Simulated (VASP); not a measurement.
A run of VASP 6.6.1:

File INCAR:

```
PREC = Accurate
ENCUT = 520
EDIFF = 1E-6
ISMEAR = -1
SIGMA = 0.08
LREAL = F
LASPH = T
NELM = 80
ALGO = Normal
ISIF = 2
LWAVE = F
LCHARG = F
GGA = PS
NBANDS = 16
```

KPOINTS

```
Automatic mesh
0
Gamma
  11 11 11
```

POSCAR

```
GaAs
1.0
    0.0000000000      2.6269058056      2.6269058056
    2.6269058056      0.0000000000      2.6269058056
    2.6269058056      2.6269058056      0.0000000000
Ga As
1 1
Direct
    0.0000000000      0.0000000000      0.0000000000
    0.2500000000      0.2500000000      0.2500000000
```

Potentials or basis: VASP PAW PBE potentials, release 64 (Ga_d, As).

Command:

```bash
$ cat potpaw_PBE.64/Ga_d/POTCAR potpaw_PBE.64/As/POTCAR > POTCAR
$ mpirun -np 1 vasp_std > vasp.out
```

Hardware: 1 thread of AMD EPYC 7R43 64-Core Processor (Zen 3), with other jobs on the host.

Task: Estimate the wall time of this run.

Result: Wall time 48 s on 1 thread of AMD EPYC 7R43 64-Core Processor (Zen 3), on a shared host, peak memory 0.14 GiB. Counts: scf iterations 12, k points 56.
